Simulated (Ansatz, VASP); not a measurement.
# MgO in VASP and in Ansatz

The input INCAR:

```
SYSTEM = MgO
  PREC = Accurate
  ENCUT = 520
  EDIFF = 1E-6
  ISMEAR = 0
  SIGMA = 0.05
  LREAL = .FALSE.
  LASPH = .TRUE.
  NELM = 60
  ALGO = Normal
  ISIF = 2
  LWAVE = .FALSE.
  LCHARG = .FALSE.
  GGA = PE
  NBANDS = 16
```

File KPOINTS:

```
regular mesh
0
G
  9 9 6
  0 0 0
```

File POSCAR:

```
MgO
1.0
    3.2599201346      0.0000000000      0.0000000000
   -1.6299600673      2.8231736508      0.0000000000
    0.0000000000      0.0000000000      5.0360175811
Mg O
2 2
Direct
    0.3392943318      0.6785886635      0.0063188067
    0.6726276651      0.3452553302      0.5063188067
    0.3242776382      0.6485552763      0.3982811933
    0.6576109715      0.3152219430      0.8982811933
```

Input for Ansatz:

```yaml
crystal:
  lattice:
    - [3.2599201346, 0.0, 0.0]
    - [-1.6299600673, 2.8231736508, 0.0]
    - [0.0, 0.0, 5.0360175811]
  atoms:
    - { symbol: Mg, position: [0.3392943318, 0.6785886635, 0.0063188067] }
    - { symbol: Mg, position: [0.6726276651, 0.3452553302, 0.5063188067] }
    - { symbol: O, position: [0.3242776382, 0.6485552763, 0.3982811933] }
    - { symbol: O, position: [0.6576109715, 0.315221943, 0.8982811933] }
basis:
  ecutwfc: 520.0
kpoints:
  mp_grid: { grid: [9, 9, 6] }
hamiltonian:
  xc: pbe
  pseudopotentials: { kind: paw, azcp: { folder: soft_1 } }
scf:
  occupations: { method: gaussian, width: 0.05 }
output:
  forces: true
  stress: true
  eigenvalues: true
```

Change from the starting cell: mode 11 frozen in at -0.052 Å, equal normal strain along x, y and z -0.0167.

Alike in both runs: task single point; functional PBE; k mesh 9 × 9 × 6; occupations gaussian, width 0.05 eV; no spin polarisation.

|  | VASP | Ansatz |
| --- | --- | --- |
| version | VASP 6.6.1 | Ansatz 0.2.0 |
| potentials or method | VASP PAW PBE potentials, release 64 (Mg, O), cutoff 520 eV | scalar-relativistic, plane waves, PAW |
| valence electrons in the cell | 16 | 32 |

|  | VASP | Ansatz | Ansatz less VASP |
| --- | --- | --- | --- |
| gap on the k mesh at the Fermi level (eV) | 3.65 | 3.67 | +0.019 |
| least direct gap on the mesh (eV) | 3.65 | 3.67 | +0.019 |
| pressure (GPa) | 6.7 | 7.1 | +0.39 |
| traceless stress, the component that is largest in VASP (GPa) | -2.81 | -2.77 | +0.041 |
| rms of the force components (eV/Å) | 0.535 | 0.528 | -0.0070 |

Atom by atom the forces differ by 0.007 eV/Å (rms over components). VASP's potentials hold 16 valence electrons a cell and Ansatz's 32, so a difference there can come from the potentials and not from the codes.
